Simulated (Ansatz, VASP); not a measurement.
## K3LuN2: VASP beside Ansatz

```
CELL_PARAMETERS angstrom
7.13169 0.00000 0.00000
-3.56585 6.17623 0.00000
0.00000 0.00000 10.85916
ATOMIC_POSITIONS crystal
K 0.50000 0.00000 0.25000
K 0.50000 0.00000 0.75000
K 0.00000 0.50000 0.25000
K 0.00000 0.50000 0.75000
K 0.50000 0.50000 0.25000
K 0.50000 0.50000 0.75000
Lu 0.00000 0.00000 0.00000
Lu 0.00000 0.00000 0.50000
N 0.00000 0.00000 0.30751
N 0.00000 0.00000 0.80751
N 0.00000 0.00000 0.19249
N 0.00000 0.00000 0.69249
```

Alike in both runs: task single point; functional PBE; k mesh 6 × 6 × 2; occupations gaussian, width 0.2 eV; no spin polarisation.

```csv
,VASP,Ansatz
version,VASP 6.6.1,Ansatz 0.2.0
potentials or method,"VASP PAW PBE potentials, release 64 (K_sv, Lu, N), cutoff 520 eV","scalar-relativistic, plane waves, PAW"
valence electrons in the cell,124,124
```

VASP gave:

| Item | Value |
| --- | --- |
| gap on the k mesh at the Fermi level (eV) | none |
| pressure (GPa) | 0.2 |
| traceless stress, the component that is largest in VASP (GPa) | 0.37 |
| rms of the force components (eV/Å) | 0.045 |

**Question.** Estimate Ansatz's values.

**Answer.** gap on the k mesh at the Fermi level (eV): none; pressure (GPa): 0.1; traceless stress, the component that is largest in VASP (GPa): 0.10; rms of the force components (eV/Å): 0.014.

Atom by atom the forces differ by 0.030 eV/Å (rms over components). A gap of «none» marks a metal or a gap that the smearing closes. With one functional, cell and mesh, what is left measures potentials, basis and numerics.

Spin-orbit coupling is off throughout. Noted on VASP's run: the standard files for N, O and F lose accuracy on very short bonds.
